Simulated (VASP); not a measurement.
Wanted: the native input for a VASP 6.6.1 run.

| Item | Value |
| --- | --- |
| Task | single point |
| Functional | PBE |
| Potentials or basis | VASP PAW PBE potentials, release 64 (In_d, Sb) |
| Cutoff | 500 eV |
| k mesh | 8 × 8 × 8 |
| Occupations | fermi-dirac, width 0.02 eV |
| Spin | no spin polarisation |
| Dipole correction | no |
| Further INCAR settings | ALGO = Normal; EDIFF = 1e-06; NBANDS = 16 |

The structure of InSb lies in POSCAR:

```
InSb
1.0
    3.7689762106      0.0000000000      0.0000000000
    0.0000000000      3.7689762106      0.0000000000
    0.0000000000      0.0000000000      3.7689762106
In Sb
1 1
Direct
    0.0000000000      0.0000000000      0.0000000000
    0.5000000000      0.5000000000      0.5000000000
```

The input as run:

INCAR

```
SYSTEM = InSb
ALGO     = Normal         ! electronic algorithm
EDIFF    = 1E-6           ! SCF threshold, eV
ENCUT    = 500            ! plane-wave cutoff, eV
GGA      = PE             ! functional
GGA_COMPAT= .False.      
ISIF     = 2              ! what is computed and relaxed
ISMEAR   = -1             ! smearing method
LASPH    = .True.         ! aspherical terms in the spheres
LCHARG   = .False.        ! write CHGCAR
LREAL    = .False.        ! projectors in reciprocal space
LWAVE    = .False.        ! write WAVECAR
NBANDS   = 16             ! bands
NELM     = 120            ! most SCF steps
PREC     = Accurate       ! precision mode
SIGMA    = 0.02           ! smearing width, eV
```

KPOINTS

```
k-points
0
Gamma
  8 8 8
  0 0 0
```

Potentials or basis: VASP PAW PBE potentials, release 64 (In_d, Sb).

The run is started by

```bash
$ cat potpaw_PBE.64/In_d/POTCAR potpaw_PBE.64/Sb/POTCAR > POTCAR
$ mpirun -np 1 vasp_std > vasp.out
```

It gave:

```yaml
Pressure: 1.2 GPa
Band_gap_on_the_k_mesh: zero (bands 9 and 10 overlap by 3.42 eV)
```

Caveat: spin-orbit coupling is left out, which moves the levels of the heavy elements.

It took 38 s on 1 thread of Intel(R) Xeon(R) Platinum 8175M CPU @ 2.50GHz (Skylake/Cascade Lake), with other jobs on the host, peak memory 0.17 GiB.
